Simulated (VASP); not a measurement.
Set up this calculation in VASP 6.6.1, as the native input.

| Property | Result |
| --- | --- |
| Task | single point |
| Functional | LDA |
| Potentials or basis | VASP PAW LDA potentials, release 64 (Cd) |
| Cutoff | 520 eV |
| k mesh | 6 × 6 × 6 |
| Occupations | gaussian, width 0.05 eV |
| Spin | no spin polarisation |
| Dipole correction | no |
| Further INCAR settings | ALGO = Normal; EDIFF = 1e-07; NBANDS = 19 |

The structure of Cd lies in POSCAR:

```
Cd
1.0
    0.0000000000      2.7903166365      2.7903166365
    2.7903166365      0.0000000000      2.7903166365
    2.7903166365      2.7903166365      0.0000000000
Cd
2
Direct
    0.0000000000      0.0000000000      0.0000000000
    0.2500000000      0.2500000000      0.2500000000
```

This isn't the form of Cd at room conditions, which is hcp.

One way to write it, as run:

INCAR

```
PREC = Accurate
ENCUT = 520
EDIFF = 1E-7
ISMEAR = 0
SIGMA = 0.05
LREAL = False
LASPH = True
NELM = 60
ALGO = Normal
ISIF = 2
LWAVE = False
LCHARG = True
GGA = CA
LELF = True
LVHAR = True
NBANDS = 19
```

KPOINTS

```
Automatic mesh
0
Gamma
  6 6 6
```

Potentials or basis: VASP PAW LDA potentials, release 64 (Cd).

The run is started by

```bash
$ cat potpaw_LDA.64/Cd/POTCAR > POTCAR
$ mpirun -np 1 vasp_std > vasp.out
```

It gave:

The pressure is 32.0 GPa and the band gap on the k mesh is zero (bands 12 and 13 overlap by 8.43 eV).

Caveat: the cell stands under pressure.

Run time: 29 s on 1 thread of Intel Xeon 8259CL, on a shared host, peak memory 0.15 GiB.
